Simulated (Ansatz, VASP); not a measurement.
**One calculation of BiTe4, two programs**

File INCAR:

```
  PREC = Accurate
  ENCUT = 600
  EDIFF = 1E-6
  ISMEAR = 0
  SIGMA = 0.1
  LREAL = F
  LASPH = T
  NELM = 80
  ALGO = Normal
  ISIF = 3
  LWAVE = F
  LCHARG = F
  GGA = PE
  IBRION = 2
  NSW = 90
  EDIFFG = -0.04
```

File KPOINTS:

```
regular mesh
0
Gamma
  6 6 4
```

File POSCAR:

```
BiTe4
1.0
    5.7169488900      0.0000000000      0.0000000000
   -2.8584744500      4.9510229700      0.0000000000
    0.0000000000      0.0000000000      7.0959062700
Bi Te
1 4
Direct
    0.0000000000      0.0000000000      0.5000000000
    0.5000000000      0.0000000000      0.0000000000
    0.0000000000      0.5000000000      0.0000000000
    0.5000000000      0.5000000000      0.0000000000
    0.0000000000      0.0000000000      0.0000000000
```

Input for Ansatz:

```yaml
crystal:
  lattice:
    - [5.71694889, 0.0, 0.0]
    - [-2.85847445, 4.95102297, 0.0]
    - [0.0, 0.0, 7.09590627]
  atoms:
    - { symbol: Bi, position: [0.0, 0.0, 0.5] }
    - { symbol: Te, position: [0.5, 0.0, 0.0] }
    - { symbol: Te, position: [0.0, 0.5, 0.0] }
    - { symbol: Te, position: [0.5, 0.5, 0.0] }
    - { symbol: Te, position: [0.0, 0.0, 0.0] }
basis:
  ecutwfc: 420
kpoints:
  mp_grid: { grid: [6, 6, 4] }
hamiltonian:
  xc: pbe
scf:
  occupations: { method: gaussian, width: 0.1 }
  lower_state_search: "off"
output:
  forces: true
  stress: true
  eigenvalues: true
relax:
  adjacent_minimum: "off"
  f_tol: 0.04
  max_steps: 70
  cell: { stress_tol: 0.4 }
```

Alike in both runs: task relaxation of cell and atoms; functional PBE; k mesh 6 × 6 × 4; occupations gaussian, width 0.1 eV; no spin polarisation.

|  | VASP | Ansatz |
| --- | --- | --- |
| version | VASP 6.6.1 | Ansatz 0.2.0 |
| potentials or method | VASP PAW PBE potentials, release 64 (Bi_d, Te), cutoff 600 eV | scalar-relativistic, plane waves, PAW |
| valence electrons in the cell | 39 | 79 |

|  | VASP | Ansatz | Ansatz less VASP |
| --- | --- | --- | --- |
| gap on the k mesh at the Fermi level, each at its own relaxed structure (eV) | none | none | - |
| relaxed volume (Å³/atom) | 43.26 | 42.99 | -0.266 |
| relaxed length of the cell vector where the two differ most in proportion (Å) | 5.962 | 5.934 | -0.0277 |

A gap of «none» marks a metal or a gap that the smearing closes. VASP's potentials hold 39 valence electrons a cell and Ansatz's 79, so a difference there can come from the potentials and not from the codes.

Neither program's run includes spin-orbit coupling.
